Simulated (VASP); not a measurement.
A run of VASP 6.6.1 is set up as follows.

The input INCAR:

```
SYSTEM = Ti
PREC = Accurate
ENCUT = 520
EDIFF = 1E-6
ISMEAR = 0
SIGMA = 0.15
LREAL = .FALSE.
LASPH = .TRUE.
NELM = 100
ALGO = Fast
ISIF = 2
LWAVE = .FALSE.
LCHARG = .FALSE.
GGA = PS
NBANDS = 25
```

KPOINTS

```
regular mesh
0
G
  12 12 14
  0 0 0
```

File POSCAR:

```
Ti
1.0
    4.5691000000      0.0000000000      0.0000000000
   -2.2845500000      3.9569566724      0.0000000000
    0.0000000000      0.0000000000      2.9998000000
Ti
3
Direct
    0.0000000000      0.0000000000      0.0000000000
    0.3333333333      0.6666666667      0.5000000000
    0.6666666667      0.3333333333      0.5000000000
```

Potentials or basis: VASP PAW PBE potentials, release 64 (Ti_sv).

Command:

```sh
$ cat potpaw_PBE.64/Ti_sv/POTCAR > POTCAR
$ mpirun -np 1 vasp_std > vasp.out
```

**Question.** Estimate the pressure.

**Answer.** -9.6 GPa.

**Question.** Predict the band gap on the k mesh.

**Answer.** Zero (bands 18 and 19 overlap by 0.42 eV).

Stress tensor (GPa, compression positive):
```
 -6.51   0.00   0.00
  0.00  -6.51   0.00
  0.00   0.00 -15.65
```

Caveat: the stress differs along the axes, from -16 to -7 GPa; the PAW data sets were made with another functional, which shifts forces and pressure a little.
